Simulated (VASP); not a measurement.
Crystal: NbP.

```
Nb P
1.0
    -1.67492    1.67492    5.74011
     1.67492   -1.67492    5.74011
     1.67492    1.67492   -5.74011
Nb P
2 2
Direct
  0.24988 0.74988 0.50000
  0.49988 0.49988 0.00000
  0.83275 0.33275 0.50000
  0.08275 0.08275 0.00000
```

Base run:

```yaml
Program: VASP 6.6.1
Functional: r2SCAN
Potentials_or_basis: VASP PAW PBE potentials, release 64 (Nb_sv, P)
Cutoff: 520 eV
k_mesh: 11 × 11 × 11
Occupations: fermi-dirac, width 0.05 eV
Spin: no spin polarisation
```

Its results: band gap on the k mesh zero (filled and empty bands touch); pressure -2.0 GPa; largest force 0.004 eV/Å.

After a change of settings the same cell gave: band gap on the k mesh zero (filled and empty bands overlap); pressure 7.7 GPa; largest force 0.008 eV/Å. Which change was it?
A. functional from r2SCAN to LDA; potentials or basis from VASP PAW PBE potentials, release 64 (Nb_sv, P) to VASP PAW LDA potentials, release 64 (Nb_sv, P)
B. functional from r2SCAN to RPBE
C. functional from r2SCAN to BLYP
D. functional from r2SCAN to PBEsol; hubbard terms from none to Nb d U = 4.0 eV

C.

Caveats: the PAW data sets were made with another functional, which shifts forces and pressure a little; the cell stands under pressure (at least some runs).
